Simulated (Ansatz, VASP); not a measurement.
Sn in VASP and in Ansatz

```
CELL_PARAMETERS angstrom
3.30800 0.00000 0.00000
-1.65400 2.86481 0.00000
0.00000 0.00000 5.26406
ATOMIC_POSITIONS crystal
Sn 0.33333 0.66667 0.25000
Sn 0.66667 0.33333 0.75000
```

Change from the starting cell: volume scaled by 0.95, LAPW.

Alike in both runs: task single point; functional PBEsol; k mesh 13 × 13 × 7; occupations fermi-dirac, width 0.1 eV; no spin polarisation.

```csv
,VASP,Ansatz
version,VASP 6.6.1,Ansatz 0.2.0
potentials or method,"VASP PAW PBE potentials, release 64 (Sn_d), cutoff 520 eV","all-electron LAPW, scalar-relativistic"
```

```csv
,VASP,Ansatz,Ansatz less VASP
pressure (GPa),3.2,3.2,+0.02
```

VASP's potentials were made for PBE, not for PBEsol. Ansatz ran all-electron here, and VASP with PAW potentials.
